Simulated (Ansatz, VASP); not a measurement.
# Two plane-wave programs on MgZnTe2

```xyz
4
Lattice="4.4757 0.0000 0.0000 0.0000 4.4757 0.0000 0.0000 0.0000 6.3858" Properties=species:S:1:pos:R:3 pbc="T T T"
Mg    2.2379    2.2379    3.1929
Zn    0.0000    0.0000    0.0000
Te    2.2379    0.0000    4.8788
Te    0.0000    2.2379    1.5070
```

Alike in both runs: task single point; functional r2SCAN; k mesh 6 × 6 × 4; occupations gaussian, width 0.02 eV; no spin polarisation.

```csv
,VASP,Ansatz
version,VASP 6.6.1,Ansatz 0.2.0
potentials or method,"VASP PAW PBE potentials, release 64 (Mg, Zn, Te), cutoff 660 eV","scalar-relativistic, plane waves, PAW"
valence electrons in the cell,26,54
```

|  | VASP | Ansatz | Ansatz less VASP |
| --- | --- | --- | --- |
| gap on the k mesh at the Fermi level (eV) | 2.01 | 2.01 | +0.004 |
| least direct gap on the mesh (eV) | 2.01 | 2.01 | +0.004 |
| pressure (GPa) | -1.1 | -1.1 | +0.04 |
| rms of the force components (eV/Å) | 0.012 | 0.019 | +0.0076 |

VASP's potentials were made for PBE, not for r2SCAN. Atom by atom the forces differ by 0.008 eV/Å (rms over components). With one functional, cell and mesh, what is left measures potentials, basis and numerics. VASP's potentials hold 26 valence electrons a cell and Ansatz's 54, so a difference there can come from the potentials and not from the codes.

Neither program's run includes spin-orbit coupling.
